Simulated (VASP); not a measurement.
# GaCu3 (Pm-3m) in VASP: further runs

The runs below take GaCu3 through single point, with LDA.

Everything below comes from runs of VASP 6.6.1. Logs are shortened: lines on timing, memory, paths and dates and some standing lists are left out, and cuts for length are marked.

## (1) The cell of the first run

Symmetry: Pm-3m, No. 221, cubic system. The conventional cell has a = 3.613 Å, b = 3.613 Å, c = 3.613 Å, α = 90.00°, β = 90.00°, γ = 90.00°. Within 3.4 Å of Ga (site symmetry m-3m) lie 12 Cu at 2.55 Å. Cu (site symmetry 4/mmm) has 4 Ga at 2.55 Å and 8 Cu at 2.55 Å within 3.4 Å.

## (2) Single point, LDA

File INCAR:

```
SYSTEM = GaCu3
ALGO = Normal
EDIFF = 1E-6
ENCUT = 600
GGA_COMPAT = .FALSE.
ISIF = 2
ISMEAR = 1
LASPH = .TRUE.
LCHARG = .FALSE.
LREAL = .FALSE.
LWAVE = .FALSE.
NBANDS = 31
NELM = 120
PREC = Accurate
SIGMA = 0.05
```

File KPOINTS:

```
k-points
0
G
  6 6 6
  0 0 0
```

File POSCAR:

```
GaCu3
1.0
    3.6126991132      0.0000000000      0.0000000000
    0.0000000000      3.6126991132      0.0000000000
    0.0000000000      0.0000000000      3.6126991132
Ga Cu
1 3
Direct
    0.0000000000      0.0000000000      0.0000000000
    0.5000000000      0.0000000000      0.5000000000
    0.5000000000      0.5000000000      0.0000000000
    0.0000000000      0.5000000000      0.5000000000
```

Potentials or basis: VASP PAW LDA potentials, release 64 (Ga_d, Cu).

Started as:

```
$ cat potpaw_LDA.64/Ga_d/POTCAR potpaw_LDA.64/Cu/POTCAR > POTCAR
$ mpirun -np 1 vasp_std > vasp.out
```

OUTCAR:

```text
SYSTEM = GaCu3
   EDIFF = 1E-6
   ENCUT = 600
   ISIF = 2
   ISMEAR = 1
   LASPH = .TRUE.
   LREAL = .FALSE.
   NELM = 120
   PREC = Accurate

 ion  position               nearest neighbor table
   1  0.000  0.000  0.000-   2 2.55   3 2.55   4 2.55   2 2.55   4 2.55   3 2.55   4 2.55   4 2.55
                             2 2.55   3 2.55   2 2.55   3 2.55
   2  0.500  0.000  0.500-   1 2.55   3 2.55   4 2.55   1 2.55   3 2.55   3 2.55   4 2.55   3 2.55
                             1 2.55   4 2.55   1 2.55   4 2.55
   3  0.500  0.500  0.000-   1 2.55   2 2.55   4 2.55   2 2.55   4 2.55   1 2.55   2 2.55   2 2.55
                             1 2.55   4 2.55   4 2.55   1 2.55
   4  0.000  0.500  0.500-   1 2.55   2 2.55   3 2.55   1 2.55   3 2.55   1 2.55   2 2.55   1 2.55
                             2 2.55   3 2.55   3 2.55   2 2.55

  LATTYP: Found a simple cubic cell.
 ALAT       =     3.6126991132

  Lattice vectors:

 A1 = (   3.6126991132,   0.0000000000,   0.0000000000)
 A2 = (   0.0000000000,   3.6126991132,   0.0000000000)
 A3 = (   0.0000000000,   0.0000000000,   3.6126991132)

Analysis of symmetry for initial positions (statically):
=====================================================================
 Subroutine PRICEL returns:
 Original cell was already a primitive cell.

 Routine SETGRP: Setting up the symmetry group for a
 simple cubic supercell.

 Subroutine GETGRP returns: Found 48 space group operations
 (whereof 48 operations were pure point group operations)
 out of a pool of 48 trial point group operations.

The static configuration has the point symmetry O_h .

Analysis of symmetry for dynamics (positions and initial velocities):
=====================================================================
 Subroutine PRICEL returns:
 Original cell was already a primitive cell.

 Routine SETGRP: Setting up the symmetry group for a
 simple cubic supercell.

 Subroutine GETGRP returns: Found 48 space group operations
 (whereof 48 operations were pure point group operations)
 out of a pool of 48 trial point group operations.

The dynamic configuration has the point symmetry O_h .

 Subroutine INISYM returns: Found 48 space group operations
 (whereof 48 operations are pure point group operations),
 and found     1 'primitive' translations

----------------------------------------------------------------------------------------

                                     Primitive cell

  volume of cell :      47.1515

  direct lattice vectors                    reciprocal lattice vectors
     3.612699113  0.000000000  0.000000000     0.276801352  0.000000000  0.000000000
     0.000000000  3.612699113  0.000000000     0.000000000  0.276801352  0.000000000
     0.000000000  0.000000000  3.612699113     0.000000000  0.000000000  0.276801352

  length of vectors
     3.612699113  3.612699113  3.612699113     0.276801352  0.276801352  0.276801352

  position of ions in fractional coordinates (direct lattice)
     0.000000000  0.000000000  0.000000000
     0.500000000  0.000000000  0.500000000
     0.500000000  0.500000000  0.000000000
     0.000000000  0.500000000  0.500000000

  ion indices of the primitive-cell ions
   primitive index   ion index
                 1           1
                 2           2
                 3           3
                 4           4

----------------------------------------------------------------------------------------

 KPOINTS: k-points

Automatic generation of k-mesh.
 Grid dimensions read from file:
 generate k-points for:    6    6    6

 Generating k-lattice:

  Cartesian coordinates                     Fractional coordinates (reciprocal lattice)
     0.046133559  0.000000000  0.000000000     0.166666667  0.000000000  0.000000000
     0.000000000  0.046133559  0.000000000     0.000000000  0.166666667  0.000000000
     0.000000000  0.000000000  0.046133559     0.000000000  0.000000000  0.166666667

  Length of vectors
     0.046133559  0.046133559  0.046133559

  Shift w.r.t. Gamma in fractional coordinates (k-lattice)
     0.000000000  0.000000000  0.000000000

 Subroutine IBZKPT returns following result:
 ===========================================

 Found     20 irreducible k-points:

 Following reciprocal coordinates:
            Coordinates               Weight
  0.000000  0.000000  0.000000      1.000000
  0.166667  0.000000  0.000000      6.000000
  0.333333  0.000000  0.000000      6.000000
  0.500000  0.000000  0.000000      3.000000
  0.166667  0.166667  0.000000     12.000000
  0.333333  0.166667  0.000000     24.000000
[... 12 lines left out ...]
  0.500000  0.500000  0.333333      6.000000
  0.500000  0.500000  0.500000      1.000000
   k-points           NKPTS =     20   k-points in BZ     NKDIM =     20   number of bands    NBANDS=     31
   number of dos      NEDOS =    301   number of ions     NIONS =      4
   total plane-waves  NPLWV =  27000
   dimension x,y,z NGX =    30 NGY =   30 NGZ =   30
   dimension x,y,z NGXF=    60 NGYF=   60 NGZF=   60
   ions per type =               1   3
   NGX,Y,Z   is equivalent  to a cutoff of  13.81, 13.81, 13.81 a.u.
   NGXF,Y,Z  is equivalent  to a cutoff of  27.61, 27.61, 27.61 a.u.
 SYSTEM =  GaCu3
   PREC   = accura    normal or accurate (medium, high low for compatibility)
   ISTART =      0    job   : 0-new  1-cont  2-samecut
   ICHARG =      2    charge: 1-file 2-atom 10-const
   ISPIN  =      1    spin polarized calculation?
   LNONCOLLINEAR =      F non collinear calculations
   LSORBIT =      F    spin-orbit coupling
   LASPH  =      T    aspherical Exc in radial PAW
   ENCUT  =  600.0 eV  44.10 Ry    6.64 a.u.   7.22  7.22  7.22*2*pi/ulx,y,z
   NELM   =    120;   NELMIN=  2; NELMDL= -5     # of ELM steps
   EDIFF  = 0.1E-05   stopping-criterion for ELM
   LREAL  =      F    real-space projection
   EDIFFG = 0.1E-04   stopping-criterion for IOM
   NSW    =      0    number of steps for IOM
   IBRION =     -1    ionic relax: 0-MD 1-quasi-New 2-CG
   NFREE  =      0    steps in history (QN), initial steepest desc. (CG)
   ISIF   =      2    stress and relaxation
   ISYM   =      2    0-nonsym 1-usesym 2-fastsym
   POTIM  = 0.5000    time-step for ionic-motion
   TEBEG  =    0.0;   TEEND  =   0.0 temperature during run
   PSTRESS=    0.0 pullay stress
   NELECT =      46.0000    total number of electrons
   NUPDOWN=      -1.0000    fix difference up-down
   EMIN   =  10.00;   EMAX   =-10.00  energy-range for DOS
   EFERMI =   0.00;   METHOD = LEGACY
   ISMEAR =     1;   SIGMA  =   0.05  broadening in eV -4-tet -1-fermi 0-gaus
   EFERMI_NEDOS =   21; number of points for ismear=-14 and -15
   IALGO  =     38    algorithm
   IMIX   =      4    mixing-type and parameters
     AMIX     =   0.40;   BMIX     =  1.00
     AMIX_MAG =   1.60;   BMIX_MAG =  1.00
  volume/ion in A,a.u.               =      11.79        79.55
  Fermi-wavevector in a.u.,A,eV,Ry     =   1.623662  3.068276 35.868747  2.636279
  Thomas-Fermi vector in A             =   2.717076
   LORBIT       =      0    0 simple, 1 ext, 2 COOP (PROOUT), +10 PAW based schemes
   GGA     = CA    functional components
   LHFCALC =     F    Hartree Fock is set to
   AEXX    =    0.0000 exact exchange contribution
   IVDW    =     0    specifies the selected vdW correction
   LEPSILON=     F    determine dielectric tensor
   LRPA    =     F    only Hartree local field effects (RPA)
 non-spin polarized calculation
 Methfessel and Paxton  Order N= 1 SIGMA  =   0.05
  energy-cutoff  :      600.00
  volume of cell :       47.15
 maximum number of plane-waves:      1596
 NGX is ok and might be reduce to    30
   NGX = 15   NGY = 15   NGZ = 15

 number of electron      45.9999992 magnetization

 Free energy of the ion-electron system (eV)
  ---------------------------------------------------
  ext. energy  EPLUGINS =         0.00000000
  ---------------------------------------------------
  free energy    TOTEN  =       -18.18115389 eV

  energy without entropy =      -18.18019983  energy(sigma->0) =      -18.18083587

 E-fermi :   8.5735     XC(G=0): -13.3435

 val. band max:        8.5172163869   @ k =   0.5000   0.5000   0.5000
 cond. band min:       8.5921465391   @ k =   0.3333   0.1667   0.0000
 fundamental gap:      0.0749301522
 Fermi energy:         8.5734639028

 k-point     1 :       0.0000    0.0000    0.0000
  band No.  band energies     occupation
      1      -6.7722      2.00000
      2      -6.7722      2.00000
      3      -6.7173      2.00000
      4      -6.7173      2.00000
      5      -6.7173      2.00000
      6      -2.9977      2.00000
[... 23 lines left out ...]
     30      18.7810      0.00000
     31      20.3781      0.00000

 k-point     2 :       0.1667    0.0000    0.0000
  band No.  band energies     occupation
      1      -6.7675      2.00000
      2      -6.7529      2.00000
      3      -6.7179      2.00000
      4      -6.7179      2.00000
      5      -6.7158      2.00000
      6      -2.6741      2.00000
[... 23 lines left out ...]
     30      17.6965      0.00000
     31      19.1105      0.00000

 k-point     3 :       0.3333    0.0000    0.0000
  band No.  band energies     occupation
      1      -6.7580      2.00000
      2      -6.7189      2.00000
      3      -6.7189      2.00000
      4      -6.7150      2.00000
      5      -6.7128      2.00000
      6      -1.7378      2.00000
[... 23 lines left out ...]
     30      17.2237      0.00000
     31      19.9761      0.00000

 k-point     4 :       0.5000    0.0000    0.0000
  band No.  band energies     occupation
      1      -6.7533      2.00000
      2      -6.7194      2.00000
      3      -6.7194      2.00000
      4      -6.7113      2.00000
      5      -6.6964      2.00000
      6      -0.7072      2.00000
[... 23 lines left out ...]
     30      16.2960      0.00000
     31      22.9074      0.00000

 k-point     5 :       0.1667    0.1667    0.0000
  band No.  band energies     occupation
      1      -6.7570      2.00000
      2      -6.7405      2.00000
      3      -6.7210      2.00000
      4      -6.7171      2.00000
      5      -6.7160      2.00000
      6      -2.3552      2.00000
[... 23 lines left out ...]
     30      18.6497      0.00000
     31      18.7397      0.00000
[... 406 lines left out ...]
     30      21.8556      0.00000
     31      21.8556      0.00000

 k-point    18 :       0.5000    0.3333    0.3333
  band No.  band energies     occupation
      1      -6.7572      2.00000
      2      -6.7566      2.00000
      3      -6.7468      2.00000
      4      -6.6759      2.00000
      5      -6.6576      2.00000
      6       0.7790      2.00000
[... 23 lines left out ...]
     30      22.5058      0.00000
     31      23.5872      0.00000

 k-point    19 :       0.5000    0.5000    0.3333
  band No.  band energies     occupation
      1      -6.7698      2.00000
      2      -6.7566      2.00000
      3      -6.7566      2.00000
      4      -6.6680      2.00000
      5      -6.6489      2.00000
      6       0.9775      2.00000
[... 23 lines left out ...]
     30      24.9886      0.00000
     31      24.9886      0.00000

 k-point    20 :       0.5000    0.5000    0.5000
  band No.  band energies     occupation
      1      -6.7696      2.00000
      2      -6.7696      2.00000
      3      -6.7696      2.00000
      4      -6.6507      2.00000
      5      -6.6507      2.00000
      6       1.0073      2.00000
[... 23 lines left out ...]
     30      26.1839      0.00000
     31      26.1839      0.00000

------------------------ aborting loop because EDIFF is reached ----------------------------------------

  FORCE on cell =-STRESS in cart. coord.  units (eV):
  Direction    XX          YY          ZZ          XY          YZ          ZX
  --------------------------------------------------------------------------------------
  -------------------------------------------------------------------------------------
  Total       -0.6436488     -0.6436488     -0.6436488     -0.0000000     -0.0000000      0.0000000
  in kB      -21.8707738    -21.8707738    -21.8707738     -0.0000000     -0.0000000      0.0000000
  external PRESSURE =     -21.8707738 kB  Pullay stress =       0.0000000 kB

 VOLUME and BASIS-vectors are now :
 -----------------------------------------------------------------------------
  energy-cutoff  :      600.00
  volume of cell :       47.15
      direct lattice vectors                 reciprocal lattice vectors
     3.612699113  0.000000000  0.000000000     0.276801352  0.000000000  0.000000000
     0.000000000  3.612699113  0.000000000     0.000000000  0.276801352  0.000000000
     0.000000000  0.000000000  3.612699113     0.000000000  0.000000000  0.276801352

 POSITION                                       TOTAL-FORCE (eV/Angst)
 -----------------------------------------------------------------------------------
      0.00000      0.00000      0.00000         0.000000      0.000000      0.000000
      1.80635      0.00000      1.80635         0.000000      0.000000      0.000000
      1.80635      1.80635      0.00000         0.000000      0.000000      0.000000
      0.00000      1.80635      1.80635         0.000000      0.000000      0.000000
 -----------------------------------------------------------------------------------
    total drift:                                0.000000      0.000000     -0.000000

  FREE ENERGIE OF THE ION-ELECTRON SYSTEM (eV)
  ---------------------------------------------------
  free  energy   TOTEN  =       -18.1811538866 eV

  energy  without entropy=      -18.1801998253  energy(sigma->0) =      -18.18083587
```

Run time: 16 s. Hardware: 1 thread of Intel Xeon 6975P-C (Granite Rapids), shared host; peak memory 0.16 GiB.

Results:

- Free energy: -18.1812 eV
- Pressure: -2.2 GPa
- Band gap on the k mesh: zero (band 23 reaches 12.01 eV, above the bottom of band 24 at 6.67 eV)

Levels at points of the mesh, in eV from the Fermi level:
```csv
k point,band 20,band 21,band 22,band 23,band 24,band 25,band 26,band 27
"(0.00, 0.00, 0.00)",-2.19,-2.19,-0.64,-0.64,-0.64,3.70,5.19,5.19
"(0.50, 0.00, 0.00)",-3.04,-2.62,-2.19,3.44,3.44,4.54,4.54,4.79
"(0.50, 0.50, 0.00)",-2.91,-2.71,-2.54,-1.35,-1.35,5.91,6.79,7.60
"(0.50, 0.50, 0.50)",-3.06,-2.36,-2.36,-2.36,-1.60,-0.06,2.14,2.14
```

## (3) Single point, LDA

This run uses another cell than the first one, of 12.11 Å³/atom, 1.027 times its volume.

File INCAR:

```
SYSTEM = GaCu3
PREC = Accurate
ENCUT = 600
EDIFF = 1E-6
ISMEAR = 1
SIGMA = 0.05
LREAL = .False.
LASPH = .True.
NELM = 120
ALGO = Normal
ISIF = 2
LWAVE = .False.
LCHARG = .False.
GGA = CA
NBANDS = 31
GGA_COMPAT = .False.
```

File KPOINTS:

```
Automatic mesh
0
Gamma
  6 6 6
  0 0 0
```

File POSCAR:

```
GaCu3
1.0
    3.6453950000      0.0000000000      0.0000000000
    0.0000000000      3.6453950000      0.0000000000
    0.0000000000      0.0000000000      3.6453950000
Ga Cu
1 3
Direct
    0.0000000000      0.0000000000      0.0000000000
    0.5000000000      0.0000000000      0.5000000000
    0.5000000000      0.5000000000      0.0000000000
    0.0000000000      0.5000000000      0.5000000000
```

Potentials or basis: VASP PAW LDA potentials, release 64 (Ga_d, Cu).

Started as:

```
$ cat potpaw_LDA.64/Ga_d/POTCAR potpaw_LDA.64/Cu/POTCAR > POTCAR
$ mpirun -np 1 vasp_std > vasp.out
```

It took 14 s on 1 thread of Intel Xeon 6975P-C (Granite Rapids), shared host; peak memory 0.16 GiB.

The run converged. Its results:

```
Free energy            : -18.1474 eV
Pressure               : -6.1 GPa
Band gap on the k mesh : zero (band 23 reaches 11.59 eV, above the bottom of band 24 at 6.35 eV)
```

Levels at points of the mesh, in eV from the Fermi level:
```tsv
k point	band 19	band 20	band 21	band 22	band 23	band 24	band 25	band 26	band 27	band 28
(0.00, 0.00, 0.00)	-2.14	-2.14	-2.14	-0.57	-0.57	-0.57	3.51	5.07	5.07	10.05
(0.50, 0.00, 0.00)	-3.04	-2.96	-2.56	-2.14	3.38	3.38	4.50	4.50	4.59	5.87
(0.50, 0.50, 0.00)	-2.97	-2.84	-2.64	-2.48	-1.33	-1.33	5.79	6.64	7.49	7.49
(0.50, 0.50, 0.50)	-2.98	-2.98	-2.31	-2.31	-2.31	-1.49	-0.14	2.06	2.06	2.06
```

## (4) Single point, LDA

This run uses another cell than the first one, of 12.43 Å³/atom, 1.055 times its volume.

File INCAR:

```
ALGO = Normal
EDIFF = 1E-6
ENCUT = 600
GGA_COMPAT = False
ISIF = 2
ISMEAR = 1
LASPH = True
LCHARG = False
LREAL = False
LWAVE = False
NBANDS = 31
NELM = 120
PREC = Accurate
SIGMA = 0.05
```

File KPOINTS:

```
k-points
0
Gamma
  6 6 6
```

File POSCAR:

```
GaCu3
1.0
    3.6775146726      0.0000000000      0.0000000000
    0.0000000000      3.6775146726      0.0000000000
    0.0000000000      0.0000000000      3.6775146726
Ga Cu
1 3
Direct
    0.0000000000      0.0000000000      0.0000000000
    0.5000000000      0.0000000000      0.5000000000
    0.5000000000      0.5000000000      0.0000000000
    0.0000000000      0.5000000000      0.5000000000
```

Started as:

```
$ cat potpaw_LDA.64/Ga_d/POTCAR potpaw_LDA.64/Cu/POTCAR > POTCAR
$ mpirun -np 1 vasp_std > vasp.out
```

Wall time 14 s (1 thread of Intel Xeon 6975P-C (Granite Rapids), shared host); peak memory 0.16 GiB.

The run converged. Its results:

- Free energy: -18.0842 eV
- Pressure: -9.4 GPa
- Band gap on the k mesh: zero (band 23 reaches 11.19 eV, above the bottom of band 24 at 6.05 eV)

Levels at points of the mesh, in eV from the Fermi level:
```csv
k point,band 21,band 22,band 23,band 24,band 25,band 26
"(0.00, 0.00, 0.00)",-2.10,-0.51,-0.51,-0.51,3.34,4.95
"(0.50, 0.00, 0.00)",-2.50,-2.10,3.33,3.33,4.41,4.46
"(0.50, 0.50, 0.00)",-2.58,-2.43,-1.31,-1.31,5.68,6.50
"(0.50, 0.50, 0.50)",-2.26,-2.26,-2.26,-1.39,-0.21,1.98
```

## (5) Summary

| cell | gap on the mesh (eV) | pressure (GPa) |
| --- | --- | --- |
| a = 3.613 Å, 4 atoms | none | -2.2 |
| a = 3.645 Å, 4 atoms | none | -6.1 |
| a = 3.678 Å, 4 atoms | none | -9.4 |

Alike in all rows: task single point; level LDA; potentials or basis VASP PAW LDA potentials, release 64 (Ga_d, Cu); no spin polarisation; k mesh 6 × 6 × 6; cutoff (eV) 600; smearing methfessel-paxton 0.05 eV.

Total energies depend on the potentials used, so only differences within one code and one set of settings carry meaning.
